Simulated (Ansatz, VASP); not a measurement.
**GaN: VASP beside Ansatz**

```
CELL_PARAMETERS angstrom
0.00000 2.25350 2.25350
2.25350 0.00000 2.25350
2.25350 2.25350 0.00000
ATOMIC_POSITIONS crystal
Ga 0.00000 0.00000 0.00000
N 0.25000 0.25000 0.25000
```

Alike in both runs: task single point; functional LDA; k mesh 8 × 8 × 8; occupations gaussian, width 0.1 eV; no spin polarisation.

```csv
,VASP,Ansatz
version,VASP 6.6.1,Ansatz 0.2.0
potentials or method,"VASP PAW LDA potentials, release 64 (Ga_d, N_h), cutoff 1330 eV","scalar-relativistic, plane waves, PAW"
valence electrons in the cell,18,18
```

Ansatz gave:

- gap on the k mesh at the Fermi level (eV): 1.74
- least direct gap on the mesh (eV): 1.74
- pressure (GPa): -6.5

Problem. What did VASP give for the same quantities?

Solution. gap on the k mesh at the Fermi level (eV): 1.75; least direct gap on the mesh (eV): 1.75; pressure (GPa): -5.6.

Ansatz warns that its potentials were made for another functional, while VASP's fit it. LDA's correlation is that of Perdew and Zunger in VASP and of Perdew and Wang (1992) in Ansatz.
